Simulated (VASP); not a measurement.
Runs of VASP 6.6.1 on Ag. The structure is that of space group Im-3m (No. 229), or close to it. The cells are those of the table. 

| task | cell | cutoff (eV) | gap on the mesh (eV) | pressure (GPa) | relaxed volume (Å³/atom) |
| --- | --- | --- | --- | --- | --- |
| relaxation of cell and atoms | relaxed from a = 2.868 Å, angles 109.5°, 1 atom | 600 | none | 0.0 | (a) |
| single point | a = 2.795 Å, angles 109.5°, 1 atom | 500 | none | -0.4 | - |
| single point | a = 2.793 Å, angles 109.5°, 1 atom | 520 | none | -0.2 | - |
| relaxation of cell and atoms | relaxed from a = 2.795 Å, angles 109.5°, 1 atom | 500 | none | 0.2 | 16.71 |

Alike in all rows: level PBEsol; potentials or basis VASP PAW PBE potentials, release 64 (Ag); no spin polarisation; k mesh 8 × 8 × 8; smearing gaussian 0.1 eV.

Estimate the missing entries.

(a) 16.74.

Caveats: the PAW data sets were made with another functional, which shifts forces and pressure a little.

A k mesh can miss the band edges, and the runs leave out spin-orbit coupling on Ag.

A gap of «none» marks levels without a gap at the run's occupations.
